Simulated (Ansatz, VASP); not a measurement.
Ge: VASP beside Ansatz

Contents of INCAR:

```
SYSTEM = Ge
PREC     = Accurate       ! precision mode
ENCUT    = 600            ! plane-wave cutoff, eV
EDIFF    = 1E-6           ! SCF threshold, eV
ISMEAR   = -1             ! smearing method
SIGMA    = 0.05           ! smearing width, eV
LREAL    = .False.        ! projectors in reciprocal space
LASPH    = .True.         ! aspherical terms in the spheres
NELM     = 80             ! most SCF steps
ALGO     = Normal         ! electronic algorithm
ISIF     = 3              ! what is computed and relaxed
LWAVE    = .False.        ! write WAVECAR
LCHARG   = .False.        ! write CHGCAR
GGA      = PE             ! functional
IBRION   = 2              ! ionic algorithm
NSW      = 60             ! ionic steps
EDIFFG   = -0.01          ! ionic threshold
```

Contents of KPOINTS:

```
regular mesh
0
Gamma
  10 10 10
  0 0 0
```

POSCAR

```
Ge
1.0
    2.7104700000      0.0000000000      0.0000000000
    0.0000000000      2.7104700000      0.0000000000
    0.0000000000      0.0000000000      2.7104700000
Ge
1
Direct
    0.0000000000      0.0000000000      0.0000000000
```

Contents of input.yaml:

```yaml
crystal:
  lattice:
    - [2.71047, 0.0, 0.0]
    - [0.0, 2.71047, 0.0]
    - [0.0, 0.0, 2.71047]
  atoms:
    - { symbol: Ge, position: [0.0, 0.0, 0.0] }
hamiltonian:
  xc: pbe
  pseudopotentials: { kind: paw }
kpoints:
  mp_grid: { grid: [10, 10, 10] }
scf:
  occupations: { method: fermi_dirac, width: 0.05 }
output:
  forces: true
  stress: true
  eigenvalues: true
relax:
  f_tol: 0.01
  max_steps: 40
  cell: { stress_tol: 0.05 }
```

Alike in both runs: task relaxation of cell and atoms; functional PBE; k mesh 10 × 10 × 10; occupations fermi-dirac, width 0.05 eV; no spin polarisation.

|  | VASP | Ansatz |
| --- | --- | --- |
| version | VASP 6.6.1 | Ansatz 0.2.0 |
| potentials or method | VASP PAW PBE potentials, release 64 (Ge_d) | Ansatz PAW |
| plane-wave cutoff (eV) | 600 | 420 |
| valence electrons in the cell | 14 | 14 |

VASP gave:

| Quantity | Value |
| --- | --- |
| gap on the k mesh at the Fermi level, each at its own relaxed structure (eV) | none |
| relaxed volume (Å³/atom) | 19.80 |
| relaxed length of the cell vector where the two differ most in proportion (Å) | 2.705 |

What did Ansatz give for the same quantities?

gap on the k mesh at the Fermi level, each at its own relaxed structure (eV): none; relaxed volume (Å³/atom): 19.77; relaxed length of the cell vector where the two differ most in proportion (Å): 2.704.

A gap of «none» marks a metal or a gap that the smearing closes.

Noted on Ansatz's run: the plane-wave basis is chosen anew once the cell has moved, so the energies of steps on either side of that aren't comparable.
